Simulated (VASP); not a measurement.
# Si2Sn5 (P6/mmm) in VASP: notebook, part 2 of 2

VASP 6.6.1. The steps go on from the part before.

## 3. Single point, PBE

This run uses another cell than the first one, of 48.05 Å³/atom.

INCAR

```
  PREC = Accurate
  ENCUT = 500
  EDIFF = 1E-6
  ISMEAR = 0
  SIGMA = 0.2
  LREAL = False
  LASPH = True
  NELM = 120
  ALGO = Normal
  ISIF = 2
  LWAVE = False
  LCHARG = True
  GGA = PE
  LELF = True
  LVHAR = True
  NBANDS = 48
  GGA_COMPAT = False
```

KPOINTS

```
regular mesh
0
Gamma
  4 4 2
```

POSCAR

```
Si2Sn5
1.0
    6.0523740603      0.0000000000      0.0000000000
   -3.0261870302      5.2415096895      0.0000000000
    0.0000000000      0.0000000000     10.6022488991
Si Sn
2 5
Direct
    0.0000000000      0.0000000000      0.6105933607
    0.0000000000      0.0000000000      0.3894066393
    0.0000000000      0.0000000000      0.8541001440
    0.0000000000      0.0000000000      0.1458998560
    0.5000000000      0.0000000000      0.5000000000
    0.0000000000      0.5000000000      0.5000000000
    0.5000000000      0.5000000000      0.5000000000
```

Potentials or basis: VASP PAW PBE potentials, release 64 (Si, Sn_d).

Started as:

```bash
cat potpaw_PBE.64/Si/POTCAR potpaw_PBE.64/Sn_d/POTCAR > POTCAR
mpirun -np 1 vasp_std > vasp.out
```

Wall time 5 min (1 thread of Intel Xeon 8259CL, shared host); peak memory 0.47 GiB.

It converged, with:

```yaml
Free_energy: -24.0706 eV
Pressure: 0.0 GPa
Largest_force: 0.030 eV/Å
Band_gap_on_the_k_mesh: zero (bands 39 and 40 overlap by 0.22 eV)
```

Forces in eV/Å, atoms in the order of the input:
```
Si   0.000  0.000  0.021
Si   0.000  0.000 -0.021
Sn   0.000  0.000  0.030
Sn   0.000  0.000 -0.030
Sn   0.000  0.000  0.000
Sn   0.000  0.000  0.000
Sn   0.000  0.000  0.000
```

Stress tensor (GPa, compression positive):
```
-0.06  0.00  0.00
 0.00 -0.06  0.00
 0.00  0.00  0.02
```

Levels at points of the mesh, in eV from the Fermi level:
| k point | band 37 | band 38 | band 39 | band 40 | band 41 | band 42 |
| --- | --- | --- | --- | --- | --- | --- |
| (0.00, 0.00, 0.00) | -0.89 | -0.11 | -0.11 | 0.13 | 0.13 | 1.51 |
| (0.50, 0.00, 0.00) | -0.96 | -0.71 | 0.11 | 0.12 | 0.16 | 0.60 |
| (0.00, 0.00, 0.50) | -0.73 | -0.50 | -0.50 | 0.72 | 1.13 | 1.13 |
| (0.50, 0.00, 0.50) | -0.66 | -0.61 | -0.34 | -0.11 | 0.60 | 0.79 |

Caveat: semilocal functionals underestimate gaps, so a narrow gap can read as zero; spin-orbit coupling is left out, which moves the levels of the heavy elements.

## 4. Single point, PBE

INCAR

```
PREC = Accurate
ENCUT = 500
EDIFF = 1E-6
ISMEAR = 0
SIGMA = 0.1
LREAL = F
LASPH = T
NELM = 120
ALGO = Normal
ISIF = 2
LWAVE = F
LCHARG = F
GGA = PE
NBANDS = 48
GGA_COMPAT = F
```

KPOINTS

```
regular mesh
0
Gamma
  6 6 2
```

POSCAR

```
Si2Sn5
1.0
    5.1049506545      0.0000000000      0.0000000000
   -2.5524753272      4.4210169518      0.0000000000
    0.0000000000      0.0000000000      8.9276083618
Si Sn
2 5
Direct
    0.3333333333      0.6666666667      0.0000000000
    0.6666666667      0.3333333333      0.0000000000
    0.3333333333      0.6666666667      0.6881129794
    0.3333333333      0.6666666667      0.3118870206
    0.6666666667      0.3333333333      0.3118870206
    0.6666666667      0.3333333333      0.6881129794
    0.0000000000      0.0000000000      0.5000000000
```

Potentials or basis: VASP PAW PBE potentials, release 64 (Si, Sn_d).

Started as:

```bash
cat potpaw_PBE.64/Si/POTCAR potpaw_PBE.64/Sn_d/POTCAR > POTCAR
mpirun -np 1 vasp_std > vasp.out
```

OUTCAR:

```text
PREC = Accurate
   ENCUT = 500
   EDIFF = 1E-6
   ISMEAR = 0
   LREAL = F
   LASPH = T
   NELM = 120
   ISIF = 2
   GGA = PE

 ion  position               nearest neighbor table
   1  0.333  0.667  0.000-   3 2.78   4 2.78   2 2.95   2 2.95   2 2.95
   2  0.667  0.333  0.000-   5 2.78   6 2.78   1 2.95   1 2.95   1 2.95
   3  0.333  0.667  0.688-   1 2.78   6 2.95   6 2.95   6 2.95   4 3.36   7 3.39   7 3.39   7 3.39

   4  0.333  0.667  0.312-   1 2.78   5 2.95   5 2.95   5 2.95   3 3.36   7 3.39   7 3.39   7 3.39

   5  0.667  0.333  0.312-   2 2.78   4 2.95   4 2.95   4 2.95   6 3.36   7 3.39   7 3.39   7 3.39
[... 917 lines left out ...]
  Total       -0.2546795     -0.2546795     -0.9316343     -0.0000000      0.0000000     -0.0000000
  in kB       -2.0251429     -2.0251429     -7.4081059     -0.0000000      0.0000000     -0.0000000
  external PRESSURE =      -3.8194639 kB  Pullay stress =       0.0000000 kB

 VOLUME and BASIS-vectors are now :
 -----------------------------------------------------------------------------
  energy-cutoff  :      500.00
  volume of cell :      201.49
      direct lattice vectors                 reciprocal lattice vectors
     5.104950654  0.000000000  0.000000000     0.195888279  0.113096151  0.000000000
    -2.552475327  4.421016952  0.000000000     0.000000000  0.226192302  0.000000000
     0.000000000  0.000000000  8.927608362     0.000000000  0.000000000  0.112012082

 POSITION                                       TOTAL-FORCE (eV/Angst)
 -----------------------------------------------------------------------------------
     -0.00000      2.94734      0.00000        -0.000000      0.000000      0.000000
      2.55248      1.47367      0.00000        -0.000000      0.000000      0.000000
     -0.00000      2.94734      6.14320         0.000000     -0.000000      0.247446
     -0.00000      2.94734      2.78441         0.000000      0.000000     -0.247446
      2.55248      1.47367      2.78441        -0.000000     -0.000000     -0.247446
      2.55248      1.47367      6.14320         0.000000     -0.000000      0.247446
      0.00000      0.00000      4.46380        -0.000000      0.000000      0.000000
 -----------------------------------------------------------------------------------
    total drift:                               -0.000000     -0.000000      0.000000

  FREE ENERGIE OF THE ION-ELECTRON SYSTEM (eV)
  ---------------------------------------------------
  free  energy   TOTEN  =       -27.3697345719 eV

  energy  without entropy=      -27.3382416526  energy(sigma->0) =      -27.35398811
```

Wall time 3.8 min (1 thread of Intel Xeon 8259CL, shared host); peak memory 0.38 GiB.

Results:

- Free energy: -27.3697 eV
- Pressure: -0.4 GPa
- Largest force: 0.247 eV/Å
- Band gap on the k mesh: zero (bands 39 and 40 overlap by 1.57 eV)

Forces in eV/Å, atoms in the order of the input:
```
Si   0.000  0.000  0.000
Si   0.000  0.000  0.000
Sn   0.000  0.000  0.247
Sn   0.000  0.000 -0.247
Sn   0.000  0.000 -0.247
Sn   0.000  0.000  0.247
Sn   0.000  0.000  0.000
```

Stress tensor (GPa, compression positive):
```
-0.20  0.00  0.00
 0.00 -0.20  0.00
 0.00  0.00 -0.74
```

Caveat: spin-orbit coupling is left out, which moves the levels of the heavy elements.

## 5. Summary

```tsv
cell	k mesh	smearing	gap on the mesh (eV)	pressure (GPa)	largest force (eV/Å)
a = 5.105, b = 5.105, c = 8.928 Å, angles 90.0, 90.0, 120.0°, 7 atoms, atomic positions A	4 × 4 × 2	gaussian 0.2 eV	none	0.0	0.01
a = 6.052, b = 6.052, c = 10.602 Å, angles 90.0, 90.0, 120.0°, 7 atoms, atomic positions B	4 × 4 × 2	gaussian 0.2 eV	none	0.0	0.03
a = 5.105, b = 5.105, c = 8.928 Å, angles 90.0, 90.0, 120.0°, 7 atoms, atomic positions A	6 × 6 × 2	gaussian 0.1 eV	none	-0.4	0.25
```

Alike in all rows: task single point; level PBE; potentials or basis VASP PAW PBE potentials, release 64 (Si, Sn_d); no spin polarisation; cutoff (eV) 500.

Caveats: spin-orbit coupling is left out, which moves the levels of the heavy elements; semilocal functionals underestimate gaps, so a narrow gap can read as zero (at least some runs).

Total energies depend on the potentials used, so only differences within one code and one set of settings carry meaning.
